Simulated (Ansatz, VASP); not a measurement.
## CsBr in VASP and in Ansatz

```
Cs Br
1.0
     4.41129    0.00000    0.00000
     0.00000    4.41129    0.00000
     0.00000    0.00000    4.41129
Cs Br
1 1
Direct
  0.00000 0.00000 0.00000
  0.50000 0.50000 0.50000
```

Alike in both runs: functional PBE; k mesh 7 × 7 × 7; occupations fermi-dirac, width 0.02 eV; no spin polarisation.

Ansatz relaxed the structure, and its values are those at the end. VASP's run is a single point on that final structure, the one shown.

|  | VASP | Ansatz |
| --- | --- | --- |
| version | VASP 6.6.1 | Ansatz 0.2.0 |
| potentials or method | VASP PAW PBE potentials, release 64 (Cs_sv, Br), cutoff 500 eV | all-electron LAPW, non-relativistic |

```csv
,VASP,Ansatz,Ansatz less VASP
gap on the k mesh at the Fermi level (eV),4.21,4.77,+0.560
pressure (GPa),-0.1,0.0,+0.14
```

One of these differences is far larger than is usual between the two programs; its cause wasn't traced. Ansatz ran all-electron here, and VASP with PAW potentials.

Neither program's run includes spin-orbit coupling.
